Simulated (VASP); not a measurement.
# Sr (P6_3/mmc) in VASP: notebook

Runs on Sr. Level: LDA. Tasks: single point.

All numbers are computed with VASP 6.6.1; they aren't measurements. Logs are shortened: lines on timing, memory, paths and dates and some standing lists are left out, and cuts for length are marked.

### Step 1. The cell of the first run

Symmetry: P6_3/mmc, No. 194, hexagonal system. Conventional cell: a = 4.324 Å, b = 4.324 Å, c = 7.073 Å, α = 90.00°, β = 90.00°, γ = 120.00°. Sr (site symmetry -6m2) has 12 Sr at 4.32 to 4.33 Å within 5.7 Å.

### Step 2. Single point, LDA (volume scaled by 1.01)

Input file INCAR:

```
SYSTEM = Sr
ALGO     = Normal         ! electronic algorithm
EDIFF    = 1E-6           ! SCF threshold, eV
ENCUT    = 520            ! plane-wave cutoff, eV
ISIF     = 2              ! what is computed and relaxed
ISMEAR   = -1             ! smearing method
LASPH    = .True.         ! aspherical terms in the spheres
LCHARG   = .False.        ! write CHGCAR
LREAL    = .False.        ! projectors in reciprocal space
LWAVE    = .False.        ! write WAVECAR
NBANDS   = 17             ! bands
NELM     = 80             ! most SCF steps
PREC     = Accurate       ! precision mode
SIGMA    = 0.08           ! smearing width, eV
```

Input file KPOINTS:

```
k-points
0
Gamma
  10 10 5
  0 0 0
```

Input file POSCAR:

```
Sr
1.0
    4.3243192635      0.0000000000      0.0000000000
   -2.1621596318      3.7449703362      0.0000000000
    0.0000000000      0.0000000000      7.0734220990
Sr
2
Direct
    0.3333333333      0.6666666667      0.2500000000
    0.6666666667      0.3333333333      0.7500000000
```

Potentials or basis: VASP PAW LDA potentials, release 64 (Sr_sv).

On the command line:

```bash
> cat potpaw_LDA.64/Sr_sv/POTCAR > POTCAR
> mpirun -np 1 vasp_std > vasp.out
```

OUTCAR:

```text
SYSTEM = Sr
   EDIFF = 1E-6
   ENCUT = 520
   ISIF = 2
   ISMEAR = -1
   LASPH = .True.
   LREAL = .False.
   NELM = 80
   PREC = Accurate

 ion  position               nearest neighbor table
   1  0.333  0.667  0.250-   2 4.33   2 4.33   2 4.33   2 4.33   2 4.33   2 4.33
   2  0.667  0.333  0.750-   1 4.33   1 4.33   1 4.33   1 4.33   1 4.33   1 4.33

  LATTYP: Found a hexagonal cell.
 ALAT       =     4.3243192635
 C/A-ratio  =     1.6357307747

  Lattice vectors:

 A1 = (   4.3243192635,   0.0000000000,   0.0000000000)
 A2 = (  -2.1621596318,   3.7449703362,   0.0000000000)
 A3 = (   0.0000000000,   0.0000000000,   7.0734220990)

Analysis of symmetry for initial positions (statically):
=====================================================================
 Subroutine PRICEL returns:
 Original cell was already a primitive cell.

 Routine SETGRP: Setting up the symmetry group for a
 hexagonal supercell.

 Subroutine GETGRP returns: Found 24 space group operations
 (whereof 12 operations were pure point group operations)
 out of a pool of 24 trial point group operations.

The static configuration has the point symmetry D_3d.
 The point group associated with its full space group is D_6h.

Analysis of symmetry for dynamics (positions and initial velocities):
=====================================================================
 Subroutine PRICEL returns:
 Original cell was already a primitive cell.

 Routine SETGRP: Setting up the symmetry group for a
 hexagonal supercell.

 Subroutine GETGRP returns: Found 24 space group operations
 (whereof 12 operations were pure point group operations)
 out of a pool of 24 trial point group operations.

The dynamic configuration has the point symmetry D_3d.
 The point group associated with its full space group is D_6h.

 Subroutine INISYM returns: Found 24 space group operations
 (whereof 12 operations are pure point group operations),
 and found     1 'primitive' translations

----------------------------------------------------------------------------------------

                                     Primitive cell

  volume of cell :     114.5502

  direct lattice vectors                    reciprocal lattice vectors
     4.324319263  0.000000000  0.000000000     0.231250271  0.133512406  0.000000000
    -2.162159632  3.744970336  0.000000000     0.000000000  0.267024812  0.000000000
     0.000000000  0.000000000  7.073422099     0.000000000  0.000000000  0.141374286

  length of vectors
     4.324319263  4.324319263  7.073422099     0.267024812  0.267024812  0.141374286

  position of ions in fractional coordinates (direct lattice)
     0.333333333  0.666666667  0.250000000
     0.666666667  0.333333333  0.750000000

  ion indices of the primitive-cell ions
   primitive index   ion index
                 1           1
                 2           2

----------------------------------------------------------------------------------------

 KPOINTS: k-points

Automatic generation of k-mesh.
 Grid dimensions read from file:
 generate k-points for:   10   10    5

 Generating k-lattice:

  Cartesian coordinates                     Fractional coordinates (reciprocal lattice)
     0.023125027  0.013351241  0.000000000     0.100000000  0.000000000  0.000000000
     0.000000000  0.026702481  0.000000000     0.000000000  0.100000000  0.000000000
     0.000000000  0.000000000  0.028274857     0.000000000  0.000000000  0.200000000

  Length of vectors
     0.026702481  0.026702481  0.028274857

  Shift w.r.t. Gamma in fractional coordinates (k-lattice)
     0.000000000  0.000000000  0.000000000

 Subroutine IBZKPT returns following result:
 ===========================================

 Found     42 irreducible k-points:

 Following reciprocal coordinates:
            Coordinates               Weight
  0.000000  0.000000  0.000000      1.000000
  0.100000 -0.000000  0.000000      6.000000
  0.200000 -0.000000  0.000000      6.000000
  0.300000  0.000000  0.000000      6.000000
  0.400000 -0.000000  0.000000      6.000000
  0.500000  0.000000  0.000000      3.000000
[... 16 lines left out ...]
  0.300000  0.100000  0.200000     24.000000
  0.400000  0.100000  0.200000     24.000000
 [... further k-points ...]
   k-points           NKPTS =     42   k-points in BZ     NKDIM =     42   number of bands    NBANDS=     17
   number of dos      NEDOS =    301   number of ions     NIONS =      2
   total plane-waves  NPLWV =  55296
   dimension x,y,z NGX =    32 NGY =   32 NGZ =   54
   dimension x,y,z NGXF=    64 NGYF=   64 NGZF=  108
   ions per type =               2
   NGX,Y,Z   is equivalent  to a cutoff of  12.30, 12.30, 12.69 a.u.
   NGXF,Y,Z  is equivalent  to a cutoff of  24.60, 24.60, 25.38 a.u.
 SYSTEM =  Sr
   PREC   = accura    normal or accurate (medium, high low for compatibility)
   ISTART =      0    job   : 0-new  1-cont  2-samecut
   ICHARG =      2    charge: 1-file 2-atom 10-const
   ISPIN  =      1    spin polarized calculation?
   LNONCOLLINEAR =      F non collinear calculations
   LSORBIT =      F    spin-orbit coupling
   LASPH  =      T    aspherical Exc in radial PAW
   ENCUT  =  520.0 eV  38.22 Ry    6.18 a.u.   8.04  8.04 13.15*2*pi/ulx,y,z
   NELM   =     80;   NELMIN=  2; NELMDL= -5     # of ELM steps
   EDIFF  = 0.1E-05   stopping-criterion for ELM
   LREAL  =      F    real-space projection
   EDIFFG = 0.1E-04   stopping-criterion for IOM
   NSW    =      0    number of steps for IOM
   IBRION =     -1    ionic relax: 0-MD 1-quasi-New 2-CG
   NFREE  =      0    steps in history (QN), initial steepest desc. (CG)
   ISIF   =      2    stress and relaxation
   ISYM   =      2    0-nonsym 1-usesym 2-fastsym
   POTIM  = 0.5000    time-step for ionic-motion
   TEBEG  =    0.0;   TEEND  =   0.0 temperature during run
   PSTRESS=    0.0 pullay stress
   NELECT =      20.0000    total number of electrons
   NUPDOWN=      -1.0000    fix difference up-down
   EMIN   =  10.00;   EMAX   =-10.00  energy-range for DOS
   EFERMI =   0.00;   METHOD = LEGACY
   ISMEAR =    -1;   SIGMA  =   0.08  broadening in eV -4-tet -1-fermi 0-gaus
   EFERMI_NEDOS =   21; number of points for ismear=-14 and -15
   IALGO  =     38    algorithm
   IMIX   =      4    mixing-type and parameters
     AMIX     =   0.40;   BMIX     =  1.00
     AMIX_MAG =   1.60;   BMIX_MAG =  1.00
  volume/ion in A,a.u.               =      57.28       386.51
  Fermi-wavevector in a.u.,A,eV,Ry     =   0.914997  1.729093 11.391059  0.837219
  Thomas-Fermi vector in A             =   2.039688
   LORBIT       =      0    0 simple, 1 ext, 2 COOP (PROOUT), +10 PAW based schemes
   GGA     = CA    functional components
   LHFCALC =     F    Hartree Fock is set to
   AEXX    =    0.0000 exact exchange contribution
   IVDW    =     0    specifies the selected vdW correction
   LEPSILON=     F    determine dielectric tensor
   LRPA    =     F    only Hartree local field effects (RPA)
 non-spin polarized calculation
  energy-cutoff  :      520.00
  volume of cell :      114.55
 maximum number of plane-waves:      3110
   NGX = 17   NGY = 17   NGZ = 27

 number of electron      20.0000000 magnetization

 Free energy of the ion-electron system (eV)
  ---------------------------------------------------
  ext. energy  EPLUGINS =         0.00000000
  ---------------------------------------------------
  free energy    TOTEN  =        -3.71242541 eV

  energy without entropy =       -3.65243660  energy(sigma->0) =       -3.68243101

 E-fermi :   1.2904     XC(G=0):  -7.4305

 val. band max:        1.2629438772   @ k =   0.3000   0.3000   0.0000
 cond. band min:       1.2922490516   @ k =   0.3000   0.3000   0.0000
 fundamental gap:      0.0293051744
 Fermi energy:         1.2903978812

 k-point     1 :       0.0000    0.0000    0.0000
  band No.  band energies     occupation
      1     -35.2489      2.00000
      2     -35.2371      2.00000
      3     -17.4100      2.00000
      4     -17.2635      2.00000
      5     -17.2635      2.00000
      6     -17.2395      2.00000
[... 9 lines left out ...]
     16       3.8315      0.00000
     17       4.3220      0.00000

 k-point     2 :       0.1000   -0.0000    0.0000
  band No.  band energies     occupation
      1     -35.2479      2.00000
      2     -35.2366      2.00000
      3     -17.4045      2.00000
      4     -17.2761      2.00000
      5     -17.2675      2.00000
      6     -17.2527      2.00000
[... 9 lines left out ...]
     16       3.9613      0.00000
     17       4.0825      0.00000

 k-point     3 :       0.2000   -0.0000    0.0000
  band No.  band energies     occupation
      1     -35.2451      2.00000
      2     -35.2354      2.00000
      3     -17.3892      2.00000
      4     -17.3095      2.00000
      5     -17.2865      2.00000
      6     -17.2777      2.00000
[... 9 lines left out ...]
     16       3.9497      0.00000
     17       4.0095      0.00000

 k-point     4 :       0.3000    0.0000    0.0000
  band No.  band energies     occupation
      1     -35.2416      2.00000
      2     -35.2340      2.00000
      3     -17.3675      2.00000
      4     -17.3509      2.00000
      5     -17.3271      2.00000
      6     -17.2899      2.00000
[... 9 lines left out ...]
     16       4.4390      0.00000
     17       4.5499      0.00000
[... 343 lines left out ...]
      1     -35.2421      2.00000
      2     -35.2353      2.00000
      3     -17.3732      2.00000
      4     -17.3259      2.00000
      5     -17.3168      2.00000
      6     -17.2843      2.00000
[... 9 lines left out ...]
     16       4.1753      0.00000
     17       4.4881      0.00000

 k-point    23 :       0.3000    0.1000    0.2000
  band No.  band energies     occupation
      1     -35.2389      2.00000
      2     -35.2340      2.00000
      3     -17.3806      2.00000
      4     -17.3574      2.00000
      5     -17.3276      2.00000
      6     -17.2975      2.00000
[... 9 lines left out ...]
     16       4.5163      0.00000
     17       5.0241      0.00000

 k-point    24 :       0.4000    0.1000    0.2000
  band No.  band energies     occupation
      1     -35.2366      2.00000
      2     -35.2335      2.00000
      3     -17.3976      2.00000
      4     -17.3752      2.00000
      5     -17.3218      2.00000
      6     -17.3026      2.00000
[... 9 lines left out ...]
     16       4.9000      0.00000
     17       5.2058      0.00000

 [... further k-points ...]
[... 5 lines left out ...]
  --------------------------------------------------------------------------------------
  -------------------------------------------------------------------------------------
  Total       -1.1839977     -1.1839977     -1.1509218      0.0000000     -0.0000000      0.0000000
  in kB      -16.5602056    -16.5602056    -16.0975842      0.0000000     -0.0000000      0.0000000
  external PRESSURE =     -16.4059985 kB  Pullay stress =       0.0000000 kB

 VOLUME and BASIS-vectors are now :
 -----------------------------------------------------------------------------
  energy-cutoff  :      520.00
  volume of cell :      114.55
      direct lattice vectors                 reciprocal lattice vectors
     4.324319263  0.000000000  0.000000000     0.231250271  0.133512406  0.000000000
    -2.162159632  3.744970336  0.000000000     0.000000000  0.267024812  0.000000000
     0.000000000  0.000000000  7.073422099     0.000000000  0.000000000  0.141374286

 POSITION                                       TOTAL-FORCE (eV/Angst)
 -----------------------------------------------------------------------------------
     -0.00000      2.49665      1.76836         0.000000     -0.000000      0.000000
      2.16216      1.24832      5.30507        -0.000000      0.000000      0.000000
 -----------------------------------------------------------------------------------
    total drift:                               -0.000000      0.000000     -0.000000

  FREE ENERGIE OF THE ION-ELECTRON SYSTEM (eV)
  ---------------------------------------------------
  free  energy   TOTEN  =        -3.7124254142 eV

  energy  without entropy=       -3.6524365962  energy(sigma->0) =       -3.68243101
```

Run time: 32 s. Hardware: 1 thread of AMD EPYC 9R45 (Zen 5), shared host; peak memory 0.19 GiB.

Results:

```
Free energy            : -3.7124 eV
Pressure               : -1.6 GPa
Band gap on the k mesh : zero (band 10 reaches 1.41 eV, above the bottom of band 11 at 1.29 eV)
```

### Step 3. Single point, LDA (volume scaled by 1.04)

Input file INCAR:

```
SYSTEM = Sr
  PREC = Accurate
  ENCUT = 520
  EDIFF = 1E-6
  ISMEAR = -1
  SIGMA = 0.08
  LREAL = .False.
  LASPH = .True.
  NELM = 100
  ALGO = Normal
  ISIF = 2
  LWAVE = .False.
  LCHARG = .True.
  GGA = CA
  LELF = .True.
  LVHAR = .True.
  NBANDS = 17
```

Input file KPOINTS:

```
regular mesh
0
Gamma
  10 10 5
  0 0 0
```

Input file POSCAR:

```
Sr
1.0
    4.3667172541      0.0000000000      0.0000000000
   -2.1833586271      3.7816880731      0.0000000000
    0.0000000000      0.0000000000      7.1427737969
Sr
2
Direct
    0.3333333333      0.6666666667      0.2500000000
    0.6666666667      0.3333333333      0.7500000000
```

Potentials or basis: VASP PAW LDA potentials, release 64 (Sr_sv).

On the command line:

```bash
> cat potpaw_LDA.64/Sr_sv/POTCAR > POTCAR
> mpirun -np 1 vasp_std > vasp.out
```

Run time: 35 s. Hardware: 1 thread of AMD EPYC 9R45 (Zen 5), shared host; peak memory 0.19 GiB.

Results (log left out):

| Item | Value |
| --- | --- |
| Free energy | -3.6755 eV |
| Pressure | -1.9 GPa |
| Band gap on the k mesh | zero (band 10 reaches 1.31 eV, above the bottom of band 11 at 1.20 eV) |

Levels at points of the mesh, in eV from the Fermi level:
| k point | band 7 | band 8 | band 9 | band 10 | band 11 | band 12 | band 13 | band 14 |
| --- | --- | --- | --- | --- | --- | --- | --- | --- |
| (0.00, 0.00, 0.00) | -18.59 | -18.59 | -3.56 | -1.15 | 0.04 | 2.12 | 2.13 | 2.13 |
| (0.50, 0.00, 0.00) | -18.63 | -18.62 | -1.14 | -0.54 | 0.11 | 0.24 | 1.22 | 1.74 |
